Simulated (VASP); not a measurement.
**CrPb7S8: single point with PBEsol+U**

Crystal: CrPb7S8.

```
CELL_PARAMETERS angstrom
0.00000 5.92370 5.92370
5.92370 0.00000 5.92370
5.92370 5.92370 0.00000
ATOMIC_POSITIONS crystal
Cr 0.00000 0.00000 0.00000
Pb 0.00000 0.00000 0.50000
Pb 0.00000 0.50000 0.00000
Pb 0.00000 0.50000 0.50000
Pb 0.50000 0.00000 0.00000
Pb 0.50000 0.00000 0.50000
Pb 0.50000 0.50000 0.00000
Pb 0.50000 0.50000 0.50000
S 0.25000 0.25000 0.25000
S 0.23685 0.23685 0.76315
S 0.23685 0.76315 0.23685
S 0.23685 0.76315 0.76315
S 0.76315 0.23685 0.23685
S 0.76315 0.23685 0.76315
S 0.76315 0.76315 0.23685
S 0.75000 0.75000 0.75000
```

```
Program                : VASP 6.6.1
Task                   : single point
Functional             : PBEsol
Potentials or basis    : VASP PAW PBE potentials, release 64 (Cr_pv, Pb_d, S)
Cutoff                 : 520 eV
k mesh                 : 3 × 3 × 3
Occupations            : gaussian, width 0.05 eV
Spin                   : no spin polarisation
Hubbard terms          : Cr d U = 3.0 eV
Dipole correction      : no
Further INCAR settings : LREAL = Auto; ALGO = Normal; EDIFF = 1e-07; NBANDS = 93
```

```
Pressure               : -4.2 GPa
Largest force          : 0.358 eV/Å
Band gap on the k mesh : zero (bands 79 and 80 overlap by 0.22 eV)
```

Forces in eV/Å, atoms in the order of the input:
```
Cr   0.000  0.000  0.000
Pb   0.000  0.000  0.000
Pb   0.000  0.000  0.000
Pb   0.000  0.000  0.000
Pb   0.000  0.000  0.000
Pb   0.000  0.000  0.000
Pb   0.000  0.000  0.000
Pb   0.000  0.000  0.000
S    0.000  0.000  0.000
S    0.000  0.000 -0.358
S    0.000 -0.358  0.000
S    0.358  0.000  0.000
S   -0.358  0.000  0.000
S    0.000  0.358  0.000
S    0.000  0.000  0.358
S    0.000  0.000  0.000
```

Levels at points of the mesh, in eV from the Fermi level:
```csv
k point,band 76,band 77,band 78,band 79,band 80,band 81,band 82,band 83
"(0.00, 0.00, 0.00)",-0.73,-0.73,0.01,0.20,0.20,0.20,0.32,0.32
```

Eigenvalues of the final occupation matrices:
| site | spin | trace | eigenvalues |
| --- | --- | --- | --- |
| site 1 d | 1 | 2.03 | 0.09 0.09 0.62 0.62 0.62 |
| site 1 d | 2 | 2.03 | 0.09 0.09 0.62 0.62 0.62 |

It took 11 min on 1 thread of Intel(R) Xeon(R) Platinum 8259CL CPU @ 2.50GHz (Skylake/Cascade Lake), with other jobs on the host, peak memory 0.6 GiB.

Caveat: the cell stands under tension; the PAW data sets were made with another functional, which shifts forces and pressure a little; spin-orbit coupling is left out, which moves the levels of the heavy elements; the run has no spin polarisation, though such a crystal can be magnetic; U without spin polarisation on a metal has little footing. Spin polarisation is off, so any magnetic state and its effect on volume and gap are missing.
